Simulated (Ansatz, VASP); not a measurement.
## One calculation of BePd, two programs

```
Be Pd
1.0
     2.86817    0.00000    0.00000
     0.00000    2.86817    0.00000
     0.00000    0.00000    2.86817
Be Pd
1 1
Direct
  0.00000 0.00000 0.00000
  0.50000 0.50000 0.50000
```

Change from the starting cell: volume scaled by 1.06, PAW files.

Alike in both runs: task electric field gradients; functional LDA; k mesh 12 × 12 × 12; occupations fermi-dirac, width 0.08 eV; no spin polarisation.

```csv
,VASP,Ansatz
version,VASP 6.6.1,Ansatz 0.2.0
potentials or method,"VASP PAW LDA potentials, release 64 (Be, Pd)","PAW with Ansatz's default frozen-core files, scalar-relativistic"
plane-wave cutoff (eV),520,420
valence electrons in the cell,12,20
```

```tsv
	VASP	Ansatz	Ansatz less VASP
pressure (GPa)	-15.9	-16.4	-0.47
```

LDA's correlation is that of Perdew and Zunger in VASP and of Perdew and Wang (1992) in Ansatz. VASP's potentials hold 12 valence electrons a cell and Ansatz's 20, so a difference there can come from the potentials and not from the codes.
